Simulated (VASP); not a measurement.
A run of VASP 6.6.1:

INCAR

```
PREC = Accurate
ENCUT = 500
EDIFF = 1E-6
ISMEAR = 0
SIGMA = 0.15
LREAL = F
LASPH = T
NELM = 200
ALGO = Normal
ISIF = 2
LWAVE = F
LCHARG = T
GGA = PE
LELF = T
LVHAR = T
NBANDS = 29
GGA_COMPAT = F
LMAXMIX = 6
```

Contents of KPOINTS:

```
regular mesh
0
Gamma
  3 3 3
```

Contents of POSCAR:

```
LaPSe4
1.0
    0.0000000000      4.0674884023      4.0674884023
    4.0674884023      0.0000000000      4.0674884023
    4.0674884023      4.0674884023      0.0000000000
La P Se
1 1 4
Direct
    0.0000000000      0.0000000000      0.0000000000
    0.7500000000      0.7500000000      0.7500000000
    0.8697180168      0.3767606611      0.3767606611
    0.3767606611      0.3767606611      0.3767606611
    0.3767606611      0.8697180168      0.3767606611
    0.3767606611      0.3767606611      0.8697180168
```

Potentials or basis: VASP PAW PBE potentials, release 64 (La, P, Se).

Launch:

```bash
$ cat potpaw_PBE.64/La/POTCAR potpaw_PBE.64/P/POTCAR potpaw_PBE.64/Se/POTCAR > POTCAR
$ mpirun -np 1 vasp_std > vasp.out
```

Hardware: 1 thread of Intel(R) Xeon(R) 6975P-C (Granite Rapids), with other jobs on the host.

Question: How long does it take, and how much memory?

Answer: Run time: 25 s on 1 thread of Intel(R) Xeon(R) 6975P-C (Granite Rapids) (shared host), peak memory 0.26 GiB. Counts: scf iterations 14, k points 4.
